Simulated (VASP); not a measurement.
GaSb3: single point with LDA

Crystal: GaSb3.

```xyz
4
Lattice="-0.0965 3.6220 4.0204 3.5255 0.0000 3.9239 3.6220 3.6220 -0.0965" Properties=species:S:1:pos:R:3 pbc="T T T"
Ga    0.0000    0.0000    0.0000
Sb    1.7627    1.8110    1.9619
Sb    5.2882    5.4330    5.8858
Sb    3.5255    3.6220    3.9239
```

This cell differs from its parent crystal: engineering shear strain xz -0.0533, normal strain along z +0.1100.

```
Program                : VASP 6.6.1
Task                   : single point
Functional             : LDA
Potentials or basis    : VASP PAW LDA potentials, release 64 (Ga_d, Sb)
Cutoff                 : 520 eV
k mesh                 : 10 × 10 × 10
Occupations            : gaussian, width 0.15 eV
Spin                   : no spin polarisation
Dipole correction      : no
Further INCAR settings : ALGO = Normal; EDIFF = 1e-06; NBANDS = 22
```

```
Pressure               : -4.7 GPa
Largest force          : 0.086 eV/Å
Band gap on the k mesh : zero (bands 14 and 15 overlap by 3.95 eV)
```

Forces in eV/Å, atoms in the order of the input:
```
Ga   0.000  0.000  0.000
Sb   0.000 -0.086  0.000
Sb   0.000  0.086  0.000
Sb   0.000  0.000  0.000
```

Stress tensor (GPa, compression positive):
```
-4.38  0.00  0.30
 0.00 -4.49  0.00
 0.30  0.00 -5.28
```

Levels at points of the mesh, in eV from the Fermi level:
```
           k point  band 11  band 12  band 13  band 14  band 15  band 16  band 17  band 18
(0.00, 0.00, 0.00)    -2.68    -2.58    -2.22    -2.20    -2.00    -0.91    -0.22    -0.18
(0.50, 0.00, 0.00)    -3.11    -2.59    -2.26    -0.45    -0.11     1.51     2.47     2.60
(0.00, 0.50, 0.00)    -3.26    -2.60    -2.36    -0.47    -0.11     1.83     2.52     2.79
(0.50, 0.50, 0.00)    -4.84     0.78     1.13     1.23     1.31     1.68     2.05     2.05
(0.50, 0.00, 0.50)    -5.00     0.14     0.18     0.28     1.02     1.78     2.33     2.64
(0.00, 0.50, 0.50)    -5.04    -0.12     0.03     0.60     1.15     1.75     2.30     2.67
```

Wall time 15 min on 1 thread of AMD EPYC 7R43 64-Core Processor (Zen 3), with other jobs on the host, peak memory 0.61 GiB.

Caveat: the cell differs from its parent crystal (engineering shear strain xz -0.0533, normal strain along z +0.1100); the cell stands under tension; spin-orbit coupling is left out, which moves the levels of the heavy elements.
